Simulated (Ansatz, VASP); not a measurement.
**Two plane-wave programs on As**

```
As
1.0
     3.52100    0.00000    0.00000
    -1.76050    3.04928    0.00000
     0.00000    0.00000   28.57424
As
2
Direct
  0.33333 0.66667 0.47381
  0.66667 0.33333 0.52619
```

Alike in both runs: task single point; functional PBE; dispersion D3(BJ); k mesh 9 × 9 × 1; occupations gaussian, width 0.02 eV; no spin polarisation.

|  | VASP | Ansatz |
| --- | --- | --- |
| version | VASP 6.6.1 | Ansatz 0.2.0 |
| potentials or method | VASP PAW PBE potentials, release 64 (As), cutoff 520 eV | scalar-relativistic, plane waves, PAW |
| valence electrons in the cell | 10 | 30 |

```csv
,VASP,Ansatz,Ansatz less VASP
gap on the k mesh at the Fermi level (eV),0.99,0.98,-0.004
least direct gap on the mesh (eV),1.98,1.98,+0.007
rms of the force components (eV/Å),0.587,0.629,+0.0419
```

Atom by atom the forces differ by 0.042 eV/Å (rms over components). VASP's potentials hold 10 valence electrons a cell and Ansatz's 30, so a difference there can come from the potentials and not from the codes.
